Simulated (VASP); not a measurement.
# ScAl3N4 (Cmc2_1) in VASP: relaxation of the atoms with LDA

Aim: the relaxation of the atoms of ScAl3N4 with LDA.

All numbers are computed with VASP 6.6.1; they aren't measurements. Logs are shortened: lines on timing, memory, paths and dates and some standing lists are left out, and cuts for length are marked.

### Step 1. The cell of the first run

The structure is orthorhombic, space group Cmc2_1 (No. 36). The conventional cell has a = 6.426 Å, b = 11.061 Å, c = 4.974 Å, α = 90.00°, β = 90.00°, γ = 90.00°. Within 2.5 Å of Al (site symmetry 1) lie 4 N at 1.88 to 1.93 Å. Al (site symmetry m) has 4 N at 1.88 to 1.93 Å within 2.5 Å. Within 2.7 Å of Sc (site symmetry m) lie 4 N at 2.03 to 2.11 Å. N (site symmetry m) has 2 Al at 1.88 Å and 2 Sc at 2.03 to 2.11 Å within 2.5 Å. N (site symmetry 1) has 3 Al at 1.88 Å and 1 Sc at 2.03 Å within 2.5 Å. Within 2.5 Å of N (site symmetry m) lie 4 Al at 1.92 to 1.93 Å.

### Step 2. Relaxation of the atoms, LDA

INCAR

```
SYSTEM = ScAl3N4
ALGO = Normal ; EDIFF = 1E-6
EDIFFG = -0.004 ; ENCUT = 520
GGA = CA ; IBRION = 2
ISIF = 2 ; ISMEAR = 0
KPAR = 4 ; LASPH = .TRUE.
LCHARG = .FALSE. ; LREAL = Auto
LWAVE = .FALSE. ; NELM = 100
NSW = 80 ; PREC = Accurate
SIGMA = 0.01
```

KPOINTS

```
k-points
0
G
  4 4 5
  0 0 0
```

POSCAR

```
ScAl3N4
1.0
    6.3959814654     -0.0171532389      0.0000000000
   -3.2128458734      5.5648122896      0.0000000000
    0.0000000000      0.0000000000      4.9736178557
Al Sc N
6 2 8
Direct
    0.3348185684      0.1638064834      0.4983390642
    0.1692463842      0.8346231921     -0.0046849059
    0.3348185684      0.6710120850      0.4983390642
    0.6651814316      0.3361935166     -0.0016609358
    0.6651814316      0.8289879150     -0.0016609358
    0.8307536158      0.6653768079      0.4953150941
    0.1776907784      0.3388453892     -0.0112157066
    0.8223092216      0.1611546108      0.4887842934
    0.1822681956      0.3411340978      0.4137066912
    0.3452146363      0.1544753666      0.8765345349
    0.1648562691      0.8324281345      0.3804467231
    0.3452146363      0.6907392697      0.8765345349
    0.6547853637      0.3455246334      0.3765345349
    0.8177318044      0.1588659022      0.9137066912
    0.6547853637      0.8092607303      0.3765345349
    0.8351437309      0.6675718654      0.8804467231
```

Potentials or basis: VASP PAW LDA potentials, release 64 (Al, Sc_sv, N).

The run is started by

```
> cat potpaw_LDA.64/Al/POTCAR potpaw_LDA.64/Sc_sv/POTCAR potpaw_LDA.64/N/POTCAR > POTCAR
> mpirun -np 4 vasp_std > vasp.out
```

OUTCAR:

```text
SYSTEM = ScAl3N4
   EDIFF = 1E-6
   EDIFFG = -0.004
   ENCUT = 520
   GGA = CA
   IBRION = 2
   ISIF = 2
   ISMEAR = 0
   LASPH = .TRUE.
   LREAL = Auto
   NELM = 100
   NSW = 80
   PREC = Accurate

 ion  position               nearest neighbor table
   1  0.335  0.164  0.498-  13 1.88   9 1.88  10 1.88  11 1.93   7 3.06   2 3.07   4 3.09   4 3.09
                             2 3.10   8 3.13   7 3.14   3 3.17   6 3.19   6 3.21   3 3.26   8 3.27
   2  0.169  0.835  0.995-  12 1.88  10 1.88  11 1.92  16 1.93   3 3.07   1 3.07   3 3.10   1 3.10
                             6 3.11   6 3.11   5 3.19   4 3.19   5 3.21   4 3.21   7 3.21   7 3.21
   3  0.335  0.671  0.498-  15 1.88   9 1.88  12 1.88  11 1.93   7 3.06   2 3.07   5 3.09   5 3.09
                             2 3.10   8 3.13   7 3.14   1 3.17   6 3.19   6 3.21   1 3.26   8 3.27
   4  0.665  0.336  0.998-  10 1.88  14 1.88  13 1.88  16 1.93   8 3.06   6 3.07   1 3.09   1 3.09
                             6 3.10   7 3.13   8 3.14   5 3.17   2 3.19   2 3.21   5 3.26   7 3.27
   5  0.665  0.829  0.998-  12 1.88  14 1.88  15 1.88  16 1.93   8 3.06   6 3.07   3 3.09   3 3.09
                             6 3.10   7 3.13   8 3.14   4 3.17   2 3.19   2 3.21   4 3.26   7 3.27
   6  0.831  0.665  0.495-  15 1.88  13 1.88  16 1.92  11 1.93   5 3.07   4 3.07   5 3.10   4 3.10
                             2 3.11   2 3.11   3 3.19   1 3.19   3 3.21   1 3.21   8 3.21   8 3.21
   7  0.178  0.339  0.989-  14 2.03  10 2.03  12 2.03   9 2.11   1 3.06   3 3.06   4 3.13   5 3.13
                             1 3.14   3 3.14   8 3.17   8 3.17   2 3.21   2 3.21   4 3.27   5 3.27
   8  0.822  0.161  0.489-   9 2.03  13 2.03  15 2.03  14 2.11   4 3.06   5 3.06   1 3.13   3 3.13
                             4 3.14   5 3.14   7 3.17   7 3.17   6 3.21   6 3.21   1 3.27   3 3.27
   9  0.182  0.341  0.414-   1 1.88   3 1.88   8 2.03   7 2.11
  10  0.345  0.154  0.877-   2 1.88   4 1.88   1 1.88   7 2.03
  11  0.165  0.832  0.380-   2 1.92   3 1.93   1 1.93   6 1.93
  12  0.345  0.691  0.877-   2 1.88   5 1.88   3 1.88   7 2.03
  13  0.655  0.346  0.377-   6 1.88   1 1.88   4 1.88   8 2.03
  14  0.818  0.159  0.914-   4 1.88   5 1.88   7 2.03   8 2.11
  15  0.655  0.809  0.377-   6 1.88   3 1.88   5 1.88   8 2.03
  16  0.835  0.668  0.880-   6 1.92   4 1.93   5 1.93   2 1.93

  LATTYP: Found a base centered orthorhombic cell.
 ALAT       =     6.4256917468
 B/A-ratio  =     1.7213728979
 C/A-ratio  =     0.7740206116

  Lattice vectors:

 A1 = (   3.1831355920,   5.5476590507,   0.0000000000)
 A2 = (  -6.3959814654,   0.0171532389,   0.0000000000)
 A3 = (   0.0000000000,   0.0000000000,   4.9736178557)

Analysis of symmetry for initial positions (statically):
=====================================================================
 Subroutine PRICEL returns:
 Original cell was already a primitive cell.

 Routine SETGRP: Setting up the symmetry group for a
 base centered orthorhombic supercell.

 Subroutine GETGRP returns: Found  4 space group operations
 (whereof  1 operations were pure point group operations)
 out of a pool of  8 trial point group operations.

The static configuration has the point symmetry C_1 .
 The point group associated with its full space group is C_2v.

Analysis of symmetry for dynamics (positions and initial velocities):
=====================================================================
 Subroutine PRICEL returns:
 Original cell was already a primitive cell.

 Routine SETGRP: Setting up the symmetry group for a
 base centered orthorhombic supercell.

 Subroutine GETGRP returns: Found  4 space group operations
 (whereof  1 operations were pure point group operations)
 out of a pool of  8 trial point group operations.

The dynamic configuration has the point symmetry C_1 .
 The point group associated with its full space group is C_2v.

 Subroutine INISYM returns: Found  4 space group operations
 (whereof  1 operations are pure point group operations),
 and found     1 'primitive' translations

----------------------------------------------------------------------------------------

                                     Primitive cell

  volume of cell :     176.7491

  direct lattice vectors                    reciprocal lattice vectors
     6.395981465 -0.017153239  0.000000000     0.156590633  0.090407644  0.000000000
    -3.212845873  5.564812290  0.000000000     0.000482682  0.179979257  0.000000000
     0.000000000  0.000000000  4.973617856     0.000000000  0.000000000  0.201060883

  length of vectors
     6.396004467  6.425691747  4.973617856     0.180815288  0.179979905  0.201060883

  position of ions in fractional coordinates (direct lattice)
     0.334818568  0.163806483  0.498339064
     0.169246384  0.834623192  0.995315094
     0.334818568  0.671012085  0.498339064
     0.665181432  0.336193517  0.998339064
     0.665181432  0.828987915  0.998339064
     0.830753616  0.665376808  0.495315094
[... 8 lines left out ...]
     0.654785364  0.809260730  0.376534535
     0.835143731  0.667571865  0.880446723

  ion indices of the primitive-cell ions
   primitive index   ion index
                 1           1
                 2           2
                 3           3
                 4           4
                 5           5
                 6           6
[... 8 lines left out ...]
                15          15
                16          16

----------------------------------------------------------------------------------------

 KPOINTS: k-points

Automatic generation of k-mesh.
 Grid dimensions read from file:
 generate k-points for:    4    4    5

 Generating k-lattice:

  Cartesian coordinates                     Fractional coordinates (reciprocal lattice)
     0.039147658  0.022601911  0.000000000     0.250000000  0.000000000  0.000000000
     0.000120671  0.044994814  0.000000000     0.000000000  0.250000000  0.000000000
     0.000000000  0.000000000  0.040212177     0.000000000  0.000000000  0.200000000

  Length of vectors
     0.045203822  0.044994976  0.040212177

  Shift w.r.t. Gamma in fractional coordinates (k-lattice)
     0.000000000  0.000000000  0.000000000

 Subroutine IBZKPT returns following result:
 ===========================================

 Found     21 irreducible k-points:

 Following reciprocal coordinates:
            Coordinates               Weight
  0.000000  0.000000  0.000000      1.000000
  0.250000 -0.000000  0.000000      2.000000
  0.500000 -0.000000  0.000000      1.000000
 -0.000000  0.250000  0.000000      4.000000
  0.250000  0.250000  0.000000      4.000000
 -0.000000  0.500000  0.000000      2.000000
[... 13 lines left out ...]
 -0.000000  0.500000  0.400000      4.000000
  0.250000  0.500000  0.400000      4.000000
   k-points           NKPTS =     21   k-points in BZ     NKDIM =     21   number of bands    NBANDS=     49
   number of dos      NEDOS =    301   number of ions     NIONS =     16
   total plane-waves  NPLWV =  92160
   dimension x,y,z NGX =    48 NGY =   48 NGZ =   40
   dimension x,y,z NGXF=    96 NGYF=   96 NGZF=   80
   ions per type =               6   2   8
   NGX,Y,Z   is equivalent  to a cutoff of  12.48, 12.42, 13.37 a.u.
   NGXF,Y,Z  is equivalent  to a cutoff of  24.95, 24.84, 26.74 a.u.
 SYSTEM =  ScAl3N4
   PREC   = accura    normal or accurate (medium, high low for compatibility)
   ISTART =      0    job   : 0-new  1-cont  2-samecut
   ICHARG =      2    charge: 1-file 2-atom 10-const
   ISPIN  =      1    spin polarized calculation?
   LNONCOLLINEAR =      F non collinear calculations
   LSORBIT =      F    spin-orbit coupling
   LASPH  =      T    aspherical Exc in radial PAW
   ENCUT  =  520.0 eV  38.22 Ry    6.18 a.u.  11.89 11.95  9.25*2*pi/ulx,y,z
   NELM   =    100;   NELMIN=  2; NELMDL= -5     # of ELM steps
   EDIFF  = 0.1E-05   stopping-criterion for ELM
   LREAL  =      T    real-space projection
   EDIFFG = -.4E-02   stopping-criterion for IOM
   NSW    =     80    number of steps for IOM
   IBRION =      2    ionic relax: 0-MD 1-quasi-New 2-CG
   NFREE  =      1    steps in history (QN), initial steepest desc. (CG)
   ISIF   =      2    stress and relaxation
   ISYM   =      2    0-nonsym 1-usesym 2-fastsym
   POTIM  = 0.5000    time-step for ionic-motion
   TEBEG  =    0.0;   TEEND  =   0.0 temperature during run
   PSTRESS=    0.0 pullay stress
   NELECT =      80.0000    total number of electrons
   NUPDOWN=      -1.0000    fix difference up-down
   EMIN   =  10.00;   EMAX   =-10.00  energy-range for DOS
   EFERMI =   0.00;   METHOD = LEGACY
   ISMEAR =     0;   SIGMA  =   0.01  broadening in eV -4-tet -1-fermi 0-gaus
   EFERMI_NEDOS =   21; number of points for ismear=-14 and -15
   IALGO  =     38    algorithm
   IMIX   =      4    mixing-type and parameters
     AMIX     =   0.40;   BMIX     =  1.00
     AMIX_MAG =   1.60;   BMIX_MAG =  1.00
  volume/ion in A,a.u.               =      11.05        74.55
  Fermi-wavevector in a.u.,A,eV,Ry     =   1.256953  2.375297 21.496271  1.579931
  Thomas-Fermi vector in A             =   2.390636
   LORBIT       =      0    0 simple, 1 ext, 2 COOP (PROOUT), +10 PAW based schemes
   GGA     = CA    functional components
   LHFCALC =     F    Hartree Fock is set to
   AEXX    =    0.0000 exact exchange contribution
   IVDW    =     0    specifies the selected vdW correction
   LEPSILON=     F    determine dielectric tensor
   LRPA    =     F    only Hartree local field effects (RPA)
 conjugate gradient relaxation of ions
 non-spin polarized calculation
 Gauss-broadening in eV      SIGMA  =   0.01
  energy-cutoff  :      520.00
  volume of cell :      176.75
 maximum number of plane-waves:      4784
 NGX is ok and might be reduce to    48
   NGX = 23   NGY = 23   NGZ = 19

--------------------------------------- Ionic step        1  -------------------------------------------

 number of electron      80.0000007 magnetization

 Free energy of the ion-electron system (eV)
  ---------------------------------------------------
  ext. energy  EPLUGINS =         0.00000000
  ---------------------------------------------------
  free energy    TOTEN  =      -136.47794054 eV

  energy without entropy =     -136.47794054  energy(sigma->0) =     -136.47794054

------------------------ aborting loop because EDIFF is reached ----------------------------------------

  FORCE on cell =-STRESS in cart. coord.  units (eV):
  Direction    XX          YY          ZZ          XY          YZ          ZX
  --------------------------------------------------------------------------------------
  -------------------------------------------------------------------------------------
  Total        0.4357449      0.4498279     -1.3213868     -0.0121962      0.0000000      0.0000000
  in kB        3.9498967      4.0775545    -11.9779749     -0.1105549      0.0000000      0.0000000
  external PRESSURE =      -1.3168412 kB  Pullay stress =       0.0000000 kB
[... 131 lines left out ...]
  FREE ENERGIE OF THE ION-ELECTRON SYSTEM (eV)
  ---------------------------------------------------
  free  energy   TOTEN  =      -136.4799308405 eV

  energy  without entropy=     -136.4799308405  energy(sigma->0) =     -136.47993084

[... ionic steps 4 to 8 ...]

--------------------------------------- Ionic step        9  -------------------------------------------

 number of electron      80.0000007 magnetization

------------------------ aborting loop because EDIFF is reached ----------------------------------------

  FORCE on cell =-STRESS in cart. coord.  units (eV):
  Direction    XX          YY          ZZ          XY          YZ          ZX
  --------------------------------------------------------------------------------------
  -------------------------------------------------------------------------------------
  Total        0.1086600      0.1239178     -0.5716460     -0.0132136      0.0000000      0.0000000
  in kB        0.9849707      1.1232776     -5.1817990     -0.1197772      0.0000000      0.0000000
  external PRESSURE =      -1.0245169 kB  Pullay stress =       0.0000000 kB
[... 85 lines left out ...]
  energy  without entropy=     -136.4800415115  energy(sigma->0) =     -136.48004151

--------------------------------------- Ionic step       11  -------------------------------------------

 number of electron      80.0000007 magnetization

 Free energy of the ion-electron system (eV)
  ---------------------------------------------------
  ext. energy  EPLUGINS =         0.00000000
  ---------------------------------------------------
  free energy    TOTEN  =      -136.48004732 eV

  energy without entropy =     -136.48004732  energy(sigma->0) =     -136.48004732

 E-fermi :   5.1840     XC(G=0): -11.2997

 val. band max:        5.0267655665   @ k =   0.0000   0.0000   0.0000
 cond. band min:       8.6400383436   @ k =   0.2500   0.2500   0.0000
 fundamental gap:      3.6132727771
 Fermi energy:         5.1839792537

 k-point     1 :       0.0000    0.0000    0.0000
  band No.  band energies     occupation
      1     -41.0638      2.00000
      2     -41.0260      2.00000
      3     -20.3025      2.00000
      4     -20.2780      2.00000
      5     -20.2374      2.00000
      6     -20.2003      2.00000
[... 1124 lines left out ...]
  FREE ENERGIE OF THE ION-ELECTRON SYSTEM (eV)
  ---------------------------------------------------
  free  energy   TOTEN  =      -136.4800473221 eV

  energy  without entropy=     -136.4800473221  energy(sigma->0) =     -136.48004732

 reached required accuracy - stopping structural energy minimisation
```

It took 10 min on 4 MPI ranks of AMD EPYC 7R43 (Zen 3), shared host; peak memory 0.28 GiB.

What came out:

- Free energy: -136.4800 eV
- Energy gained by relaxing: 0.1 meV/atom
- Ionic steps: 11
- Pressure after relaxing: -0.1 GPa
- Largest force after relaxing: 0.003 eV/Å
- Band gap on the k mesh: 3.61 eV (least direct gap 3.65 eV)

Forces on the atoms (eV/Å):
```
Al   0.000  0.000  0.001
Al   0.001  0.000 -0.001
Al   0.000  0.000  0.001
Al   0.000  0.000  0.001
Al   0.000  0.000  0.001
Al  -0.001  0.000 -0.001
Sc   0.000  0.000 -0.002
Sc   0.000  0.000 -0.002
N   -0.001 -0.001  0.003
N    0.002  0.000  0.000
N    0.000  0.000 -0.002
N    0.001  0.002  0.000
N   -0.002  0.000  0.000
N    0.001  0.001  0.003
N   -0.001 -0.002  0.000
N    0.000  0.000 -0.002
```

Stress tensor (GPa, compression positive):
```
 0.10 -0.02  0.00
-0.02  0.12  0.00
 0.00  0.00 -0.52
```

Step by step:
```
step  energy change (eV)  largest force (eV/Å)  pressure (GPa)
   1              0.0000                0.0994           -0.13
   2             -0.0020                0.0280           -0.10
   3             -0.0020                0.0314           -0.10
   4             -0.0020                0.0327           -0.10
   5             -0.0021                0.0127           -0.10
   6             -0.0021                0.0114           -0.10
   7             -0.0021                0.0047           -0.10
   8             -0.0021                0.0057           -0.10
   9             -0.0021                0.0092           -0.10
  10             -0.0021                0.0056           -0.10
  11             -0.0021                0.0033           -0.10
```

Final structure:
```xyz
16
Lattice="6.3960 -0.0172 0.0000 -3.2128 5.5648 0.0000 0.0000 0.0000 4.9736" Properties=species:S:1:pos:R:3 pbc="T T T"
Al    1.6153    0.9055    2.4809
Al   -1.5990    4.6416    4.9521
Al   -0.0146    3.7286    2.4809
Al    3.1742    1.8598    4.9677
Al    1.5913    4.6015    4.9677
Al    3.1757    3.6885    2.4653
Sc    0.0482    1.8828    4.9243
Sc    4.7414    0.8825    2.4375
N     0.0708    1.8958    2.0562
N     1.7129    0.8531    4.3553
N    -1.6202    4.6294    1.8892
N    -0.0112    3.8393    4.3553
N     3.0767    1.9122    1.8685
N     4.7187    0.8694    4.5430
N     1.5879    4.4908    1.8685
N     3.1969    3.7007    4.3760
```

Levels at points of the mesh, in eV from the valence-band top:
| k point | band 38 | band 39 | band 40 | band 41 | band 42 | band 43 |
| --- | --- | --- | --- | --- | --- | --- |
| (0.00, 0.00, 0.00) | -0.40 | -0.20 | 0.00 | 3.94 | 3.95 | 4.01 |
| (0.50, 0.00, 0.00) | -0.21 | -0.19 | -0.09 | 3.64 | 4.31 | 4.47 |
| (0.00, 0.50, 0.00) | -0.23 | -0.15 | -0.05 | 3.86 | 4.23 | 4.56 |

A k mesh can miss the band edges.
